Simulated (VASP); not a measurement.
A run of VASP 6.6.1:

The input INCAR:

```
PREC = Accurate
ENCUT = 520
EDIFF = 1E-6
ISMEAR = 0
SIGMA = 0.1
LREAL = F
LASPH = T
NELM = 60
ALGO = Normal
ISIF = 2
LWAVE = F
LCHARG = F
LDIPOL = T
IDIPOL = 3
DIPOL = 0.5 0.5 0.291
GGA = PE
NBANDS = 74
```

The input KPOINTS:

```
regular mesh
0
Gamma
  5 5 1
```

POSCAR

```
HPt6
1.0
    5.6143281343      0.0000000000      0.0000000000
    0.0000000000      5.6143281343      0.0000000000
    0.0000000000      0.0000000000     21.8513792319
Pt H
12 2
Direct
    0.2500000000      0.2500000000      0.1830548066
    0.2500000000      0.7500000000      0.1830548066
    0.7500000000      0.2500000000      0.1830548066
    0.7500000000      0.7500000000      0.1830548066
    0.0000000000      0.0000000000      0.2712126041
    0.0000000000      0.5000000000      0.2712126041
    0.5000000000      0.0000000000      0.2712126041
    0.5000000000      0.5000000000      0.2712126041
    0.2500000000      0.2500000000      0.3593081768
    0.2500000000      0.7500000000      0.3593081768
    0.7500000000      0.2500000000      0.3593081768
    0.7500000000      0.7500000000      0.3593081768
   -0.1646679670      0.0000000000      0.4091906116
    0.1646679670      0.0000000000      0.4091906116
```

Potentials or basis: VASP PAW PBE potentials, release 64 (Pt, H).

Command:

```bash
$ cat potpaw_PBE.64/Pt/POTCAR potpaw_PBE.64/H/POTCAR > POTCAR
$ mpirun -np 1 vasp_std > vasp.out
```

Hardware: 1 thread of AMD EPYC 9755 128-Core Processor, with other jobs on the host.

How long does it take, and how much memory?

Run time: 24 min on 1 thread of AMD EPYC 9755 128-Core Processor (shared host), peak memory 0.78 GiB. Counts: scf iterations 32, k points 9.
